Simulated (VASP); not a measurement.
## TiC: single point with PBE

Crystal: TiC.

```xyz
2
Lattice="0.0000 2.1640 2.3804 2.1640 0.0000 2.3804 2.1640 2.1640 0.0000" Properties=species:S:1:pos:R:3 pbc="T T T"
Ti    0.0000    0.0000    0.0000
C     2.1640    2.1640    2.3804
```

This cell differs from its parent crystal: strain +0.1000 x Voigt [0, 0, 1, 0, 0, 0].

```json
{
  "Program": "VASP 6.6.1",
  "Task": "single point",
  "Functional": "PBE",
  "Potentials or basis": "VASP PAW PBE potentials, release 64 (Ti_sv, C)",
  "Cutoff": "520 eV",
  "k mesh": "18 × 18 × 18",
  "Occupations": "gaussian, width 0.15 eV",
  "Spin": "no spin polarisation",
  "Dipole correction": "no",
  "Further INCAR settings": "ALGO = Normal; EDIFF = 1e-06; NBANDS = 15"
}
```

| Quantity | Value |
| --- | --- |
| Pressure | -15.6 GPa |
| Band gap on the k mesh | zero (band 8 reaches 9.25 eV, above the bottom of band 9 at 7.78 eV) |

Stress tensor (GPa, compression positive):
```
 -8.94   0.00   0.00
  0.00  -8.94   0.00
  0.00   0.00 -28.92
```

Levels at points of the mesh, in eV from the Fermi level:
```csv
k point,band 5,band 6,band 7,band 8,band 9,band 10,band 11,band 12
"(0.00, 0.00, 0.00)",-11.99,0.25,0.87,0.87,1.01,1.38,1.62,1.62
"(0.50, 0.00, 0.00)",-8.89,-5.45,-2.78,-2.62,2.42,2.73,3.69,6.63
"(0.50, 0.50, 0.00)",-9.98,-3.87,-1.30,0.31,0.31,2.40,3.00,3.00
"(0.50, 0.00, 0.50)",-9.76,-3.05,-1.39,-0.36,-0.23,2.29,2.77,3.39
```

It took 3.4 min on 1 thread of AMD EPYC 7R13, on a shared host, peak memory 0.25 GiB.

Caveat: the cell differs from its parent crystal (strain +0.1000 x Voigt [0, 0, 1, 0, 0, 0]).
